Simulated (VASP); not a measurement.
# SrO (R-3m) in VASP: single point with PBEsol

Aim: the single point of SrO with PBEsol.

Everything below comes from runs of VASP 6.6.1. Logs are shortened: lines on timing, memory, paths and dates and some standing lists are left out, and cuts for length are marked.

### 1 The cell of the first run

It takes space group R-3m (No. 166, trigonal). The conventional cell has a = 3.632 Å, b = 3.632 Å, c = 8.784 Å, α = 90.00°, β = 90.00°, γ = 120.00°. Sr (site symmetry -3m) has 6 O at 2.56 Å within 3.4 Å. Within 3.4 Å of O (site symmetry -3m) lie 6 Sr at 2.56 Å.

### 2 Single point, PBEsol

INCAR reads:

```
SYSTEM = SrO
ALGO = Normal
EDIFF = 1E-6
ENCUT = 600
GGA = PS
GGA_COMPAT = .FALSE.
ISIF = 2
ISMEAR = 0
LASPH = .TRUE.
LCHARG = .TRUE.
LELF = .TRUE.
LREAL = .FALSE.
LVHAR = .TRUE.
LWAVE = .FALSE.
NBANDS = 15
NELM = 120
PREC = Accurate
SIGMA = 0.01
```

KPOINTS reads:

```
k-points
0
G
  6 6 6
  0 0 0
```

POSCAR reads:

```
SrO
1.0
   -0.0216392081      2.5465331913      2.5465331913
    2.5465331913     -0.0216392081      2.5465331913
    2.5465331913      2.5465331913     -0.0216392081
Sr O
1 1
Direct
    0.0000000000      0.0000000000      0.0000000000
    0.5000000000      0.5000000000      0.5000000000
```

Potentials or basis: VASP PAW PBE potentials, release 64 (Sr_sv, O).

Launch:

```console
cat potpaw_PBE.64/Sr_sv/POTCAR potpaw_PBE.64/O/POTCAR > POTCAR
mpirun -np 1 vasp_std > vasp.out
```

OUTCAR:

```text
SYSTEM = SrO
   EDIFF = 1E-6
   ENCUT = 600
   GGA = PS
   ISIF = 2
   ISMEAR = 0
   LASPH = .TRUE.
   LREAL = .FALSE.
   NELM = 120
   PREC = Accurate

 ion  position               nearest neighbor table
   1  0.000  0.000  0.000-   2 2.56   2 2.56   2 2.56   2 2.56   2 2.56   2 2.56
   2  0.500  0.500  0.500-   1 2.56   1 2.56   1 2.56   1 2.56   1 2.56   1 2.56

  LATTYP: Found a trigonal (rhomboedric) cell.
 ALAT       =     3.6014067868
 COS(alpha) =     0.4914847389

  Lattice vectors:

 A1 = (  -0.0216392081,   2.5465331913,   2.5465331913)
 A2 = (   2.5465331913,  -0.0216392081,   2.5465331913)
 A3 = (   2.5465331913,   2.5465331913,  -0.0216392081)

Analysis of symmetry for initial positions (statically):
=====================================================================
 Subroutine PRICEL returns:
 Original cell was already a primitive cell.

 Routine SETGRP: Setting up the symmetry group for a
 trigonal (rhombohedral) supercell.

 Subroutine GETGRP returns: Found 12 space group operations
 (whereof 12 operations were pure point group operations)
 out of a pool of 12 trial point group operations.

The static configuration has the point symmetry D_3d.

Analysis of symmetry for dynamics (positions and initial velocities):
=====================================================================
 Subroutine PRICEL returns:
 Original cell was already a primitive cell.

 Routine SETGRP: Setting up the symmetry group for a
 trigonal (rhombohedral) supercell.

 Subroutine GETGRP returns: Found 12 space group operations
 (whereof 12 operations were pure point group operations)
 out of a pool of 12 trial point group operations.

The dynamic configuration has the point symmetry D_3d.

 Subroutine INISYM returns: Found 12 space group operations
 (whereof 12 operations are pure point group operations),
 and found     1 'primitive' translations

----------------------------------------------------------------------------------------

                                     Primitive cell

  volume of cell :      33.4486

  direct lattice vectors                    reciprocal lattice vectors
    -0.021639208  2.546533191  2.546533191    -0.193860255  0.195521704  0.195521704
     2.546533191 -0.021639208  2.546533191     0.195521704 -0.193860255  0.195521704
     2.546533191  2.546533191 -0.021639208     0.195521704  0.195521704 -0.193860255

  length of vectors
     3.601406787  3.601406787  3.601406787     0.337697012  0.337697012  0.337697012

  position of ions in fractional coordinates (direct lattice)
     0.000000000  0.000000000  0.000000000
     0.500000000  0.500000000  0.500000000

  ion indices of the primitive-cell ions
   primitive index   ion index
                 1           1
                 2           2

----------------------------------------------------------------------------------------

 KPOINTS: k-points

Automatic generation of k-mesh.
 Grid dimensions read from file:
 generate k-points for:    6    6    6

 Generating k-lattice:

  Cartesian coordinates                     Fractional coordinates (reciprocal lattice)
    -0.032310043  0.032586951  0.032586951     0.166666667  0.000000000 -0.000000000
     0.032586951 -0.032310043  0.032586951     0.000000000  0.166666667 -0.000000000
     0.032586951  0.032586951 -0.032310043     0.000000000  0.000000000  0.166666667

  Length of vectors
     0.056282835  0.056282835  0.056282835

  Shift w.r.t. Gamma in fractional coordinates (k-lattice)
     0.000000000  0.000000000  0.000000000

 Subroutine IBZKPT returns following result:
 ===========================================

 Found     32 irreducible k-points:

 Following reciprocal coordinates:
            Coordinates               Weight
  0.000000  0.000000  0.000000      1.000000
  0.166667  0.000000 -0.000000      6.000000
  0.333333  0.000000 -0.000000      6.000000
  0.500000  0.000000  0.000000      3.000000
  0.166667  0.166667 -0.000000      6.000000
  0.333333  0.166667 -0.000000     12.000000
[... 16 lines left out ...]
  0.500000  0.500000  0.166667      6.000000
 -0.333333  0.500000  0.166667     12.000000
 [... further k-points ...]
   k-points           NKPTS =     32   k-points in BZ     NKDIM =     32   number of bands    NBANDS=     15
   number of dos      NEDOS =    301   number of ions     NIONS =      2
   total plane-waves  NPLWV =  27000
   dimension x,y,z NGX =    30 NGY =   30 NGZ =   30
   dimension x,y,z NGXF=    60 NGYF=   60 NGZF=   60
   ions per type =               1   1
   NGX,Y,Z   is equivalent  to a cutoff of  13.85, 13.85, 13.85 a.u.
   NGXF,Y,Z  is equivalent  to a cutoff of  27.70, 27.70, 27.70 a.u.
 SYSTEM =  SrO
   PREC   = accura    normal or accurate (medium, high low for compatibility)
   ISTART =      0    job   : 0-new  1-cont  2-samecut
   ICHARG =      2    charge: 1-file 2-atom 10-const
   ISPIN  =      1    spin polarized calculation?
   LNONCOLLINEAR =      F non collinear calculations
   LSORBIT =      F    spin-orbit coupling
   LASPH  =      T    aspherical Exc in radial PAW
   ENCUT  =  600.0 eV  44.10 Ry    6.64 a.u.   7.19  7.19  7.19*2*pi/ulx,y,z
   NELM   =    120;   NELMIN=  2; NELMDL= -5     # of ELM steps
   EDIFF  = 0.1E-05   stopping-criterion for ELM
   LREAL  =      F    real-space projection
   EDIFFG = 0.1E-04   stopping-criterion for IOM
   NSW    =      0    number of steps for IOM
   IBRION =     -1    ionic relax: 0-MD 1-quasi-New 2-CG
   NFREE  =      0    steps in history (QN), initial steepest desc. (CG)
   ISIF   =      2    stress and relaxation
   ISYM   =      2    0-nonsym 1-usesym 2-fastsym
   POTIM  = 0.5000    time-step for ionic-motion
   TEBEG  =    0.0;   TEEND  =   0.0 temperature during run
   PSTRESS=    0.0 pullay stress
   NELECT =      16.0000    total number of electrons
   NUPDOWN=      -1.0000    fix difference up-down
   EMIN   =  10.00;   EMAX   =-10.00  energy-range for DOS
   EFERMI =   0.00;   METHOD = LEGACY
   ISMEAR =     0;   SIGMA  =   0.01  broadening in eV -4-tet -1-fermi 0-gaus
   EFERMI_NEDOS =   21; number of points for ismear=-14 and -15
   IALGO  =     38    algorithm
   IMIX   =      4    mixing-type and parameters
     AMIX     =   0.40;   BMIX     =  1.00
     AMIX_MAG =   1.60;   BMIX_MAG =  1.00
  volume/ion in A,a.u.               =      16.72       112.86
  Fermi-wavevector in a.u.,A,eV,Ry     =   1.280330  2.419473 22.303287  1.639245
  Thomas-Fermi vector in A             =   2.412764
   LORBIT       =      0    0 simple, 1 ext, 2 COOP (PROOUT), +10 PAW based schemes
   GGA     = PS    functional components
   LHFCALC =     F    Hartree Fock is set to
   AEXX    =    0.0000 exact exchange contribution
   IVDW    =     0    specifies the selected vdW correction
   LEPSILON=     F    determine dielectric tensor
   LRPA    =     F    only Hartree local field effects (RPA)
 non-spin polarized calculation
 Gauss-broadening in eV      SIGMA  =   0.01
  energy-cutoff  :      600.00
  volume of cell :       33.45
 maximum number of plane-waves:      1130
 NGX is ok and might be reduce to    30
   NGX = 15   NGY = 15   NGZ = 15

 number of electron      15.9999998 magnetization

 Free energy of the ion-electron system (eV)
  ---------------------------------------------------
  ext. energy  EPLUGINS =         0.00000000
  ---------------------------------------------------
  free energy    TOTEN  =       -12.63831748 eV

  energy without entropy =      -12.63831748  energy(sigma->0) =      -12.63831748

 E-fermi :   1.6482     XC(G=0): -10.3542

 val. band max:        1.5826035739   @ k =   0.0000   0.0000   0.0000
 cond. band min:       4.7077087938   @ k =   0.5000   0.5000   0.0000
 fundamental gap:      3.1251052200
 Fermi energy:         1.6481892094

 k-point     1 :       0.0000    0.0000    0.0000
  band No.  band energies     occupation
      1     -30.6191      2.00000
      2     -13.4537      2.00000
      3     -12.2570      2.00000
      4     -12.2570      2.00000
      5     -12.2482      2.00000
      6       1.5559      2.00000
      7       1.5559      2.00000
      8       1.5826      2.00000
      9       5.4995      0.00000
     10       7.7033      0.00000
     11       7.7033      0.00000
     12       7.8726      0.00000
     13       9.9935      0.00000
     14       9.9935      0.00000
     15      14.1269      0.00000

 k-point     2 :       0.1667    0.0000   -0.0000
  band No.  band energies     occupation
      1     -30.5821      2.00000
      2     -14.0208      2.00000
      3     -12.2768      2.00000
      4     -12.2725      2.00000
      5     -11.7778      2.00000
      6       0.8056      2.00000
      7       1.2100      2.00000
      8       1.2442      2.00000
      9       6.6724      0.00000
     10       7.5243      0.00000
     11       8.2446      0.00000
     12       8.4022      0.00000
     13      10.7164      0.00000
     14      10.7177      0.00000
     15      15.8233      0.00000

 k-point     3 :       0.3333    0.0000   -0.0000
  band No.  band energies     occupation
      1     -30.5068      2.00000
      2     -14.7340      2.00000
      3     -12.3183      2.00000
      4     -12.3154      2.00000
      5     -11.2426      2.00000
      6      -0.2575      2.00000
      7       0.6209      2.00000
      8       0.6721      2.00000
      9       7.7266      0.00000
     10       8.8241      0.00000
     11       9.5600      0.00000
     12       9.7334      0.00000
     13      12.3351      0.00000
     14      12.3429      0.00000
     15      17.5073      0.00000
[... 343 lines left out ...]
 k-point    23 :       0.5000    0.5000    0.1667
  band No.  band energies     occupation
      1     -30.4319      2.00000
      2     -14.1425      2.00000
      3     -12.9228      2.00000
      4     -12.5853      2.00000
      5     -12.0959      2.00000
      6       0.7905      2.00000
      7       1.0548      2.00000
      8       1.1839      2.00000
      9       5.5912      0.00000
     10       9.5310      0.00000
     11      10.7326      0.00000
     12      11.8426      0.00000
     13      12.5387      0.00000
     14      14.0098      0.00000
     15      15.4388      0.00000

 k-point    24 :      -0.3333    0.5000    0.1667
  band No.  band energies     occupation
      1     -30.4209      2.00000
      2     -14.0201      2.00000
      3     -13.1426      2.00000
      4     -12.8194      2.00000
      5     -11.8647      2.00000
      6       0.6493      2.00000
      7       1.1183      2.00000
      8       1.2313      2.00000
      9       6.1358      0.00000
     10       9.1475      0.00000
     11      10.1242      0.00000
     12      12.7175      0.00000
     13      12.8690      0.00000
     14      14.6077      0.00000
     15      15.1760      0.00000

 [... further k-points ...]
[... 5 lines left out ...]
  --------------------------------------------------------------------------------------
  -------------------------------------------------------------------------------------
  Total        0.2086521      0.2086521      0.2086521      0.0943284      0.0943284      0.0943284
  in kB        9.9943541      9.9943541      9.9943541      4.5182959      4.5182959      4.5182959
  external PRESSURE =       9.9943541 kB  Pullay stress =       0.0000000 kB

 VOLUME and BASIS-vectors are now :
 -----------------------------------------------------------------------------
  energy-cutoff  :      600.00
  volume of cell :       33.45
      direct lattice vectors                 reciprocal lattice vectors
    -0.021639208  2.546533191  2.546533191    -0.193860255  0.195521704  0.195521704
     2.546533191 -0.021639208  2.546533191     0.195521704 -0.193860255  0.195521704
     2.546533191  2.546533191 -0.021639208     0.195521704  0.195521704 -0.193860255

 POSITION                                       TOTAL-FORCE (eV/Angst)
 -----------------------------------------------------------------------------------
      0.00000      0.00000      0.00000         0.000000      0.000000     -0.000000
      2.53571      2.53571      2.53571        -0.000000     -0.000000      0.000000
 -----------------------------------------------------------------------------------
    total drift:                                0.000000      0.000000      0.000000

  FREE ENERGIE OF THE ION-ELECTRON SYSTEM (eV)
  ---------------------------------------------------
  free  energy   TOTEN  =       -12.6383174798 eV

  energy  without entropy=      -12.6383174798  energy(sigma->0) =      -12.63831748
```

Wall time 16 s (1 thread of Intel Xeon 8259CL, shared host); peak memory 0.18 GiB.

What came out:

- Free energy: -12.6383 eV
- Pressure: 1.0 GPa
- Band gap on the k mesh: 3.13 eV (least direct gap 3.21 eV)

Levels at points of the mesh, in eV from the valence-band top:
```
           k point  band 4  band 5  band 6  band 7  band 8  band 9  band 10  band 11  band 12  band 13
(0.00, 0.00, 0.00)  -13.84  -13.83   -0.03   -0.03    0.00    3.92     6.12     6.12     6.29     8.41
(0.50, 0.00, 0.00)  -13.92  -12.63   -2.27   -1.22   -1.16    6.53     8.39     8.81     8.99    12.08
(0.50, 0.50, 0.00)  -14.24  -14.22   -0.43   -0.10   -0.08    3.13     7.86    10.28    10.34    11.26
(0.50, 0.50, 0.50)  -13.93  -12.67   -2.28   -1.24   -1.24    6.57     8.42     8.98     8.98    12.12
```

Caveat: the PAW data sets were made with another functional, which shifts forces and pressure a little.
